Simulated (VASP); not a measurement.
The system is MoSe2.

```xyz
6
Lattice="3.2880 0.0000 0.0000 -1.6440 2.8475 0.0000 0.0000 0.0000 12.9000" Properties=species:S:1:pos:R:3 pbc="T T T"
Mo    0.0000    1.8983    3.2250
Mo    1.6440    0.9492    9.6750
Se    0.0000    1.8983    8.0625
Se    1.6440    0.9492    1.6125
Se    0.0000    1.8983   11.2875
Se    1.6440    0.9492    4.8375
```

Base run:

- Program: VASP 6.6.1
- Functional: PBEsol
- Potentials or basis: VASP PAW PBE potentials, release 64 (Mo_sv, Se)
- Cutoff: 500 eV
- k mesh: 8 × 8 × 2
- Occupations: gaussian, width 0.05 eV
- Spin: collinear spin
- Starting moments: [1.0, 1.0, 0.0, 0.0, 0.0, 0.0] μB
- Fixed moment: 2 μB
- Hubbard terms: Mo d U = 4.5 eV

Its results: pressure 10.8 GPa; net moment 2.00 μB per cell; largest force 1.242 eV/Å.

The run is repeated on the same cell with these changes: fixed moment from 2 μB to none; moments at the start from [1.0, 1.0, 0.0, 0.0, 0.0, 0.0] to [2.0, 2.0, 0.0, 0.0, 0.0, 0.0]. What comes out?

Pressure 5.8 GPa; net moment 0.00 μB per cell; largest force 1.135 eV/Å.

Caveats: the PAW data sets were made with another functional, which shifts forces and pressure a little; this functional lacks dispersion, which binds layers or chains, so the pressure and a relaxed spacing across them are unreliable; the cell stands under pressure (at least some runs); the total moment is fixed, so each spin has its own Fermi level and the state may be an excited one (at least some runs); the stress differs along the axes, from 4 to 10 GPa (at least some runs).
